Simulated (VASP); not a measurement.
# ScF3 (Pm-3m) in VASP: notebook, part 2 of 3

VASP 6.6.1.

## Step 3: Single point, LDA

INCAR reads:

```
PREC = Accurate ; ENCUT = 600
EDIFF = 1E-6 ; ISMEAR = -1
SIGMA = 0.15 ; LREAL = False
LASPH = True ; NELM = 120
ALGO = Normal ; ISIF = 2
LWAVE = False ; LCHARG = False
NBANDS = 24 ; GGA_COMPAT = False
```

KPOINTS reads:

```
Automatic mesh
0
Gamma
  3 3 3
```

POSCAR reads:

```
ScF3
1.0
    4.0124500000      0.0000000000      0.0000000000
    0.0000000000      4.0124500000      0.0000000000
    0.0000000000      0.0000000000      4.0124500000
Sc F
1 3
Direct
    0.0000000000      0.0000000000      0.0000000000
    0.5000000000      0.0000000000      0.0000000000
    0.0000000000      0.5000000000      0.0000000000
    0.0000000000      0.0000000000      0.5000000000
```

Potentials or basis: VASP PAW LDA potentials, release 64 (Sc_sv, F).

The run is started by

```bash
$ cat potpaw_LDA.64/Sc_sv/POTCAR potpaw_LDA.64/F/POTCAR > POTCAR
$ mpirun -np 1 vasp_std > vasp.out
```

OUTCAR:

```text
PREC = Accurate
   ENCUT = 600
   EDIFF = 1E-6
   ISMEAR = -1
   LREAL = False
   LASPH = True
   NELM = 120
   ISIF = 2

 ion  position               nearest neighbor table
   1  0.000  0.000  0.000-   2 2.01   3 2.01   4 2.01   4 2.01   3 2.01   2 2.01
   2  0.500  0.000  0.000-   1 2.01   1 2.01
   3  0.000  0.500  0.000-   1 2.01   1 2.01
   4  0.000  0.000  0.500-   1 2.01   1 2.01

  LATTYP: Found a simple cubic cell.
 ALAT       =     4.0124500000

  Lattice vectors:

 A1 = (   4.0124500000,   0.0000000000,   0.0000000000)
 A2 = (   0.0000000000,   4.0124500000,   0.0000000000)
 A3 = (   0.0000000000,   0.0000000000,   4.0124500000)

Analysis of symmetry for initial positions (statically):
=====================================================================
 Subroutine PRICEL returns:
 Original cell was already a primitive cell.

 Routine SETGRP: Setting up the symmetry group for a
 simple cubic supercell.

 Subroutine GETGRP returns: Found 48 space group operations
[... 9 lines left out ...]

 Routine SETGRP: Setting up the symmetry group for a
 simple cubic supercell.

 Subroutine GETGRP returns: Found 48 space group operations
[... 11 lines left out ...]
                                     Primitive cell

  volume of cell :      64.5995

  direct lattice vectors                    reciprocal lattice vectors
     4.012450000  0.000000000  0.000000000     0.249224289  0.000000000  0.000000000
     0.000000000  4.012450000  0.000000000     0.000000000  0.249224289  0.000000000
     0.000000000  0.000000000  4.012450000     0.000000000  0.000000000  0.249224289

  length of vectors
     4.012450000  4.012450000  4.012450000     0.249224289  0.249224289  0.249224289

  position of ions in fractional coordinates (direct lattice)
     0.000000000  0.000000000  0.000000000
     0.500000000  0.000000000  0.000000000
     0.000000000  0.500000000  0.000000000
     0.000000000  0.000000000  0.500000000

  ion indices of the primitive-cell ions
   primitive index   ion index
                 1           1
                 2           2
                 3           3
                 4           4

----------------------------------------------------------------------------------------

 KPOINTS: Automatic mesh

Automatic generation of k-mesh.
 Grid dimensions read from file:
 generate k-points for:    3    3    3

 Generating k-lattice:

  Cartesian coordinates                     Fractional coordinates (reciprocal lattice)
     0.083074763  0.000000000  0.000000000     0.333333333  0.000000000  0.000000000
     0.000000000  0.083074763  0.000000000     0.000000000  0.333333333  0.000000000
     0.000000000  0.000000000  0.083074763     0.000000000  0.000000000  0.333333333

  Length of vectors
     0.083074763  0.083074763  0.083074763

  Shift w.r.t. Gamma in fractional coordinates (k-lattice)
     0.000000000  0.000000000  0.000000000

 Subroutine IBZKPT returns following result:
 ===========================================

 Found      4 irreducible k-points:

 Following reciprocal coordinates:
            Coordinates               Weight
  0.000000  0.000000  0.000000      1.000000
  0.333333  0.000000  0.000000      6.000000
  0.333333  0.333333  0.000000     12.000000
  0.333333  0.333333  0.333333      8.000000
   k-points           NKPTS =      4   k-points in BZ     NKDIM =      4   number of bands    NBANDS=     24
   number of dos      NEDOS =    301   number of ions     NIONS =      4
   total plane-waves  NPLWV =  32768
   dimension x,y,z NGX =    32 NGY =   32 NGZ =   32
   dimension x,y,z NGXF=    64 NGYF=   64 NGZF=   64
   ions per type =               1   3
   NGX,Y,Z   is equivalent  to a cutoff of  13.26, 13.26, 13.26 a.u.
   NGXF,Y,Z  is equivalent  to a cutoff of  26.52, 26.52, 26.52 a.u.
 SYSTEM =  unknown system
   PREC   = accura    normal or accurate (medium, high low for compatibility)
   ISTART =      0    job   : 0-new  1-cont  2-samecut
   ICHARG =      2    charge: 1-file 2-atom 10-const
   ISPIN  =      1    spin polarized calculation?
   LNONCOLLINEAR =      F non collinear calculations
   LSORBIT =      F    spin-orbit coupling
   LASPH  =      T    aspherical Exc in radial PAW
   ENCUT  =  600.0 eV  44.10 Ry    6.64 a.u.   8.01  8.01  8.01*2*pi/ulx,y,z
   NELM   =    120;   NELMIN=  2; NELMDL= -5     # of ELM steps
   EDIFF  = 0.1E-05   stopping-criterion for ELM
   LREAL  =      F    real-space projection
   EDIFFG = 0.1E-04   stopping-criterion for IOM
   NSW    =      0    number of steps for IOM
   IBRION =     -1    ionic relax: 0-MD 1-quasi-New 2-CG
   NFREE  =      0    steps in history (QN), initial steepest desc. (CG)
   ISIF   =      2    stress and relaxation
   ISYM   =      2    0-nonsym 1-usesym 2-fastsym
   POTIM  = 0.5000    time-step for ionic-motion
   TEBEG  =    0.0;   TEEND  =   0.0 temperature during run
   PSTRESS=    0.0 pullay stress
   NELECT =      32.0000    total number of electrons
   NUPDOWN=      -1.0000    fix difference up-down
   EMIN   =  10.00;   EMAX   =-10.00  energy-range for DOS
   EFERMI =   0.00;   METHOD = LEGACY
   ISMEAR =    -1;   SIGMA  =   0.15  broadening in eV -4-tet -1-fermi 0-gaus
   EFERMI_NEDOS =   21; number of points for ismear=-14 and -15
   IALGO  =     38    algorithm
   IMIX   =      4    mixing-type and parameters
     AMIX     =   0.40;   BMIX     =  1.00
     AMIX_MAG =   1.60;   BMIX_MAG =  1.00
  volume/ion in A,a.u.               =      16.15       108.98
  Fermi-wavevector in a.u.,A,eV,Ry     =   1.295334  2.447827 22.829091  1.677891
  Thomas-Fermi vector in A             =   2.426861
   LORBIT       =      0    0 simple, 1 ext, 2 COOP (PROOUT), +10 PAW based schemes
   GGA     = CA    functional components
   LHFCALC =     F    Hartree Fock is set to
   AEXX    =    0.0000 exact exchange contribution
   IVDW    =     0    specifies the selected vdW correction
   LEPSILON=     F    determine dielectric tensor
   LRPA    =     F    only Hartree local field effects (RPA)
 non-spin polarized calculation
  energy-cutoff  :      600.00
  volume of cell :       64.60
 maximum number of plane-waves:      2156
   NGX = 17   NGY = 17   NGZ = 17

 number of electron      32.0000035 magnetization

 Free energy of the ion-electron system (eV)
  ---------------------------------------------------
  ext. energy  EPLUGINS =         0.00000000
  ---------------------------------------------------
  free energy    TOTEN  =       -29.56916841 eV

  energy without entropy =      -29.56916841  energy(sigma->0) =      -29.56916841

 E-fermi :  -0.7610     XC(G=0):  -8.8729

 val. band max:       -4.0126792265   @ k =   0.3333   0.3333   0.3333
 cond. band min:       2.3119471887   @ k =   0.0000   0.0000   0.0000
 fundamental gap:      6.3246264153
 Fermi energy:        -0.7610373787

 k-point     1 :       0.0000    0.0000    0.0000
  band No.  band energies     occupation
      1     -49.1556      2.00000
      2     -28.1930      2.00000
      3     -28.1930      2.00000
      4     -28.1930      2.00000
      5     -23.5200      2.00000
      6     -23.2363      2.00000
[... 16 lines left out ...]
     23      11.9985      0.00000
     24      11.9985      0.00000

 k-point     2 :       0.3333    0.0000    0.0000
  band No.  band energies     occupation
      1     -49.1518      2.00000
      2     -28.5282      2.00000
      3     -28.1896      2.00000
      4     -28.1896      2.00000
      5     -23.4261      2.00000
      6     -23.2320      2.00000
[... 16 lines left out ...]
     23       8.6855      0.00000
     24      12.8671      0.00000

 k-point     3 :       0.3333    0.3333    0.0000
  band No.  band energies     occupation
      1     -49.1479      2.00000
      2     -28.5251      2.00000
      3     -28.5229      2.00000
      4     -28.1861      2.00000
      5     -23.3284      2.00000
      6     -22.6587      2.00000
[... 16 lines left out ...]
     23       9.2893      0.00000
     24       9.7436      0.00000

 k-point     4 :       0.3333    0.3333    0.3333
  band No.  band energies     occupation
      1     -49.1440      2.00000
      2     -28.5219      2.00000
      3     -28.5188      2.00000
      4     -28.5188      2.00000
      5     -22.6856      2.00000
      6     -22.6130      2.00000
[... 16 lines left out ...]
     23       9.6930      0.00000
     24      10.3162      0.00000

------------------------ aborting loop because EDIFF is reached ----------------------------------------

  FORCE on cell =-STRESS in cart. coord.  units (eV):
  Direction    XX          YY          ZZ          XY          YZ          ZX
  --------------------------------------------------------------------------------------
  -------------------------------------------------------------------------------------
  Total       -0.9360326     -0.9360326     -0.9360326     -0.0000000     -0.0000000      0.0000000
  in kB      -23.2152111    -23.2152111    -23.2152111     -0.0000000     -0.0000000      0.0000000
  external PRESSURE =     -23.2152111 kB  Pullay stress =       0.0000000 kB

 VOLUME and BASIS-vectors are now :
 -----------------------------------------------------------------------------
  energy-cutoff  :      600.00
  volume of cell :       64.60
      direct lattice vectors                 reciprocal lattice vectors
     4.012450000  0.000000000  0.000000000     0.249224289  0.000000000  0.000000000
     0.000000000  4.012450000  0.000000000     0.000000000  0.249224289  0.000000000
     0.000000000  0.000000000  4.012450000     0.000000000  0.000000000  0.249224289

 POSITION                                       TOTAL-FORCE (eV/Angst)
 -----------------------------------------------------------------------------------
      0.00000      0.00000      0.00000         0.000000      0.000000      0.000000
      2.00623      0.00000      0.00000         0.000000      0.000000      0.000000
      0.00000      2.00623      0.00000         0.000000      0.000000      0.000000
      0.00000      0.00000      2.00623         0.000000      0.000000      0.000000
 -----------------------------------------------------------------------------------
    total drift:                                0.000000      0.000000     -0.000000

  FREE ENERGIE OF THE ION-ELECTRON SYSTEM (eV)
  ---------------------------------------------------
  free  energy   TOTEN  =       -29.5691684132 eV

  energy  without entropy=      -29.5691684079  energy(sigma->0) =      -29.56916841
```

OSZICAR:

```text
N       E                     dE             d eps       ncg     rms          rms(c)
DAV:   1     0.412066305237E+03    0.41207E+03   -0.16727E+04   192   0.158E+03
DAV:   2     0.436811888809E+01   -0.40770E+03   -0.38740E+03   248   0.444E+02
DAV:   3    -0.335386516872E+02   -0.37907E+02   -0.37518E+02   264   0.158E+02
DAV:   4    -0.340410850970E+02   -0.50243E+00   -0.50154E+00   248   0.170E+01
DAV:   5    -0.340555998321E+02   -0.14515E-01   -0.14514E-01   272   0.300E+00    0.163E+01
DAV:   6    -0.297481670835E+02    0.43074E+01   -0.12495E+01   272   0.461E+01    0.733E+00
DAV:   7    -0.296353478695E+02    0.11282E+00   -0.80197E-01   240   0.624E+00    0.421E+00
DAV:   8    -0.295764792036E+02    0.58869E-01   -0.25548E-01   280   0.552E+00    0.755E-01
DAV:   9    -0.295785588461E+02   -0.20796E-02   -0.15572E-01   248   0.281E+00    0.940E-01
DAV:  10    -0.295695718187E+02    0.89870E-02   -0.61111E-02   264   0.222E+00    0.206E-01
DAV:  11    -0.295691595635E+02    0.41226E-03   -0.24263E-03   248   0.661E-01    0.544E-02
DAV:  12    -0.295692493434E+02   -0.89780E-04   -0.31579E-04   224   0.369E-01    0.700E-02
DAV:  13    -0.295691663758E+02    0.82968E-04   -0.18221E-04   248   0.239E-01    0.721E-03
DAV:  14    -0.295691687811E+02   -0.24054E-05   -0.12038E-05   256   0.382E-02    0.428E-03
DAV:  15    -0.295691684132E+02    0.36791E-06   -0.64623E-07   176   0.133E-02
   1 F= -.29569168E+02 E0= -.29569168E+02  d E =-.531702E-08
```

stdout:

```text
POSCAR found type information on POSCAR ScF
 POSCAR found :  2 types and       4 ions
 scaLAPACK will be used
 LDA part: xc-table for (Slater(with rela. corr.)+CA(PZ))
 , standard interpolation
 POSCAR, INCAR and KPOINTS ok, starting setup
 FFT: planning ... GRIDC
 FFT: planning ... GRID_SOFT
 FFT: planning ... GRID
 WAVECAR not read
 entering main loop
```

Wall time 4.3 s (1 thread of Intel Xeon 6975P-C (Granite Rapids), shared host); peak memory 0.15 GiB.

What came out:

```yaml
Free_energy: -29.5692 eV
Pressure: -2.3 GPa
Band_gap_on_the_k_mesh: 6.32 eV, indirect (least direct gap 6.70 eV)
```

Caveat: the k points lie up to 0.52 Å⁻¹ apart. As with any semilocal functional, this LDA gap is likely too small.

## Step 4: Single point, LDA

Edit INCAR of step 3 so:

```diff
@@ -6,2 +6,3 @@
 LWAVE = False ; LCHARG = False
-NBANDS = 24 ; GGA_COMPAT = False
+GGA = CA ; NBANDS = 24
+GGA_COMPAT = False
```

KPOINTS reads:

```
regular mesh
0
Gamma
  3 3 3
```

POSCAR is that of step 3.

Potentials or basis: VASP PAW LDA potentials, release 64 (Sc_sv, F).

The run is started by

```bash
$ cat potpaw_LDA.64/Sc_sv/POTCAR potpaw_LDA.64/F/POTCAR > POTCAR
$ mpirun -np 1 vasp_std > vasp.out
```

OUTCAR:

```text
PREC = Accurate
   ENCUT = 600
   EDIFF = 1E-6
   ISMEAR = -1
   LREAL = False
   LASPH = True
   NELM = 120
   ISIF = 2
   GGA = CA

 ion  position               nearest neighbor table
   1  0.000  0.000  0.000-   2 2.01   3 2.01   4 2.01   4 2.01   3 2.01   2 2.01
   2  0.500  0.000  0.000-   1 2.01   1 2.01
   3  0.000  0.500  0.000-   1 2.01   1 2.01
   4  0.000  0.000  0.500-   1 2.01   1 2.01

  LATTYP: Found a simple cubic cell.
 ALAT       =     4.0124500000

  Lattice vectors:

 A1 = (   4.0124500000,   0.0000000000,   0.0000000000)
 A2 = (   0.0000000000,   4.0124500000,   0.0000000000)
 A3 = (   0.0000000000,   0.0000000000,   4.0124500000)

Analysis of symmetry for initial positions (statically):
=====================================================================
 Subroutine PRICEL returns:
 Original cell was already a primitive cell.

 Routine SETGRP: Setting up the symmetry group for a
[... 145 lines left out ...]
  ---------------------------------------------------
  free energy    TOTEN  =       -29.56916841 eV

  energy without entropy =      -29.56916841  energy(sigma->0) =      -29.56916841

 E-fermi :  -0.7610     XC(G=0):  -8.8729

 val. band max:       -4.0126792265   @ k =   0.3333   0.3333   0.3333
 cond. band min:       2.3119471887   @ k =   0.0000   0.0000   0.0000
 fundamental gap:      6.3246264153
 Fermi energy:        -0.7610373787

 k-point     1 :       0.0000    0.0000    0.0000
  band No.  band energies     occupation
      1     -49.1556      2.00000
      2     -28.1930      2.00000
      3     -28.1930      2.00000
      4     -28.1930      2.00000
      5     -23.5200      2.00000
      6     -23.2363      2.00000
[... 97 lines left out ...]
     23       9.6930      0.00000
     24      10.3162      0.00000

------------------------ aborting loop because EDIFF is reached ----------------------------------------

  FORCE on cell =-STRESS in cart. coord.  units (eV):
  Direction    XX          YY          ZZ          XY          YZ          ZX
  --------------------------------------------------------------------------------------
  -------------------------------------------------------------------------------------
  Total       -0.9360326     -0.9360326     -0.9360326     -0.0000000     -0.0000000      0.0000000
  in kB      -23.2152111    -23.2152111    -23.2152111     -0.0000000     -0.0000000      0.0000000
  external PRESSURE =     -23.2152111 kB  Pullay stress =       0.0000000 kB

 VOLUME and BASIS-vectors are now :
 -----------------------------------------------------------------------------
  energy-cutoff  :      600.00
  volume of cell :       64.60
      direct lattice vectors                 reciprocal lattice vectors
     4.012450000  0.000000000  0.000000000     0.249224289  0.000000000  0.000000000
     0.000000000  4.012450000  0.000000000     0.000000000  0.249224289  0.000000000
     0.000000000  0.000000000  4.012450000     0.000000000  0.000000000  0.249224289

 POSITION                                       TOTAL-FORCE (eV/Angst)
 -----------------------------------------------------------------------------------
      0.00000      0.00000      0.00000         0.000000      0.000000      0.000000
      2.00623      0.00000      0.00000         0.000000      0.000000      0.000000
      0.00000      2.00623      0.00000         0.000000      0.000000      0.000000
      0.00000      0.00000      2.00623         0.000000      0.000000      0.000000
 -----------------------------------------------------------------------------------
    total drift:                                0.000000      0.000000     -0.000000

  FREE ENERGIE OF THE ION-ELECTRON SYSTEM (eV)
  ---------------------------------------------------
  free  energy   TOTEN  =       -29.5691684132 eV

  energy  without entropy=      -29.5691684079  energy(sigma->0) =      -29.56916841
```

stdout:

```text
POSCAR found type information on POSCAR ScF
 POSCAR found :  2 types and       4 ions
 scaLAPACK will be used
 LDA part: xc-table for (Slater(with rela. corr.)+CA(PZ))
 , standard interpolation
 POSCAR, INCAR and KPOINTS ok, starting setup
 FFT: planning ... GRIDC
 FFT: planning ... GRID_SOFT
 FFT: planning ... GRID
 WAVECAR not read
 entering main loop
```

It took 5.3 s on 1 thread of Intel Xeon 6975P-C (Granite Rapids), shared host; peak memory 0.15 GiB.

What came out:

- Free energy: -29.5692 eV
- Pressure: -2.3 GPa
- Band gap on the k mesh: 6.32 eV, indirect (least direct gap 6.70 eV)

Caveat: the k points lie up to 0.52 Å⁻¹ apart.

## Step 5: Single point, LDA

INCAR reads:

```
PREC = Accurate
ENCUT = 600
EDIFF = 1E-6
ISMEAR = -1
SIGMA = 0.15
LREAL = False
LASPH = True
NELM = 120
ALGO = Normal
ISIF = 2
LWAVE = False
LCHARG = False
NBANDS = 24
GGA_COMPAT = False
```

KPOINTS reads:

```
regular mesh
0
Gamma
  4 4 4
```

POSCAR is that of step 4.

The run is started by

```bash
$ cat potpaw_LDA.64/Sc_sv/POTCAR potpaw_LDA.64/F/POTCAR > POTCAR
$ mpirun -np 1 vasp_std > vasp.out
```

Run time: 8.5 s. Hardware: 1 thread of Intel Xeon 6975P-C (Granite Rapids), shared host; peak memory 0.16 GiB.

It converged, with:

* Free energy: -29.5842 eV
* Pressure: -2.4 GPa
* Band gap on the k mesh: 6.19 eV, indirect (least direct gap 6.72 eV)

Levels at points of the mesh, in eV from the valence-band top:
| k point | band 13 | band 14 | band 15 | band 16 | band 17 | band 18 | band 19 | band 20 |
| --- | --- | --- | --- | --- | --- | --- | --- | --- |
| (0.00, 0.00, 0.00) | -0.59 | -0.53 | -0.53 | -0.53 | 6.19 | 6.19 | 6.19 | 7.61 |
| (0.50, 0.00, 0.00) | -1.18 | -0.71 | -0.54 | -0.54 | 6.23 | 7.11 | 7.11 | 7.98 |
| (0.50, 0.50, 0.00) | -1.16 | -0.96 | -0.96 | 0.00 | 7.15 | 7.15 | 7.79 | 8.64 |
| (0.50, 0.50, 0.50) | -2.31 | 0.00 | 0.00 | 0.00 | 7.84 | 7.84 | 7.84 | 10.78 |

(Continued in part 3 of 3.)
